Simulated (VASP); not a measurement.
A run of VASP 6.6.1:

The input INCAR:

```
SYSTEM = Ag
ALGO = Fast
EDIFF = 1E-6
ENCUT = 520
GGA = PS
ISIF = 2
ISMEAR = 0
LASPH = .TRUE.
LCHARG = .FALSE.
LREAL = .FALSE.
LWAVE = .FALSE.
NBANDS = 18
NELM = 60
PREC = Accurate
SIGMA = 0.15
```

The input KPOINTS:

```
k-points
0
G
  18 18 10
  0 0 0
```

POSCAR

```
Ag
1.0
    2.9299980804      0.0000000000      0.0000000000
   -1.4649990402      2.5374527707      0.0000000000
    0.0000000000      0.0000000000      4.7900000000
Ag
2
Direct
    0.3776691339      0.7553382678      0.2030271399
    0.6666666667      0.3333333333      0.7500000000
```

Potentials or basis: VASP PAW PBE potentials, release 64 (Ag).

Command:

```sh
$ cat potpaw_PBE.64/Ag/POTCAR > POTCAR
$ mpirun -np 1 vasp_std > vasp.out
```

Hardware: 1 thread of Intel(R) Xeon(R) 6975P-C (Granite Rapids), with other jobs on the host.

**Question.** Estimate the wall time of this run.

**Answer.** It took 2.3 min on 1 thread of Intel(R) Xeon(R) 6975P-C (Granite Rapids), on a shared host, peak memory 0.53 GiB. Counts: scf iterations 12, k points 866.
